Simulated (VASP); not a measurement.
Runs of VASP 6.6.1 on SiMo3. The structure is that of space group Pm-3n (No. 223), or close to it. The cells are those of the table. 

```csv
task,level,potentials or basis,cell,k mesh,cutoff (eV),smearing,dipole correction,tolerance level,purpose,route,gap on the mesh (eV),pressure (GPa)
relaxation of cell and atoms,LDA,"VASP PAW LDA potentials, release 64 (Mo_sv, Si)","relaxed from a = 4.889 Å, 8 atoms",6 × 6 × 6,600,fermi-dirac 0.05 eV,no,-,-,-,none,-0.1
single point,LDA,"VASP PAW LDA potentials, release 64 (Mo_sv, Si)","a = 4.834 Å, 8 atoms",6 × 6 × 6,520,fermi-dirac 0.05 eV,no,-,-,-,none,1.1
single point,r2SCAN,"VASP PAW PBE potentials, release 64 (Mo_sv, Si)","a = 4.885 Å, 8 atoms",6 × 6 × 6,520,fermi-dirac 0.05 eV,no,-,-,-,none,(a)
band structure,revPBE,"VASP PAW PBE potentials, release 64 (Mo_sv, Si)","a = 4.889 Å, 8 atoms",9 × 9 × 9,490,methfessel-paxton 0.05 eV,-,screening,bands,KPOINTS_OPT,-,5.2
```

Alike in all rows: no spin polarisation.

Task: Estimate the missing entries.

Result: (a) 1.0.

Caveats: the PAW data sets were made with another functional, which shifts forces and pressure a little (at least some runs); the cell stands under pressure (at least some runs).

A k mesh can miss the band edges, and the runs leave out spin-orbit coupling on Mo.

A gap of «none» marks levels without a gap at the run's occupations.
